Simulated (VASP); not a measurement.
As:

```
As
1.0
     1.79508    1.03639    5.05426
    -1.79508    1.03639    5.05426
     0.00000   -2.07278    5.05426
As
2
Direct
  0.78834 0.78834 0.78834
  0.21166 0.21166 0.21166
```

Base run:

| Quantity | Value |
| --- | --- |
| Program | VASP 6.6.1 |
| Functional | r2SCAN |
| Potentials or basis | VASP PAW PBE potentials, release 64 (As) |
| Cutoff | 520 eV |
| k mesh | 10 × 10 × 10 |
| Occupations | fermi-dirac, width 0.1 eV |
| Spin | no spin polarisation |

Its results: band gap on the k mesh 0.60 eV (least direct gap 1.15 eV); pressure 0.1 GPa; largest force 0.060 eV/Å.

Problem. The run is repeated on the same cell with these changes: k mesh from 10 × 10 × 10 to 3 × 3 × 3. What comes out?

Solution. Band gap on the k mesh 1.34 eV (least direct gap 2.16 eV); pressure 2.3 GPa; largest force 0.182 eV/Å.

Caveats: some runs use coarse meshes; the PAW data sets were made with another functional, which shifts forces and pressure a little; semilocal functionals underestimate gaps, and a narrow one can read as zero (at least some runs).

A k mesh can miss the band edges.
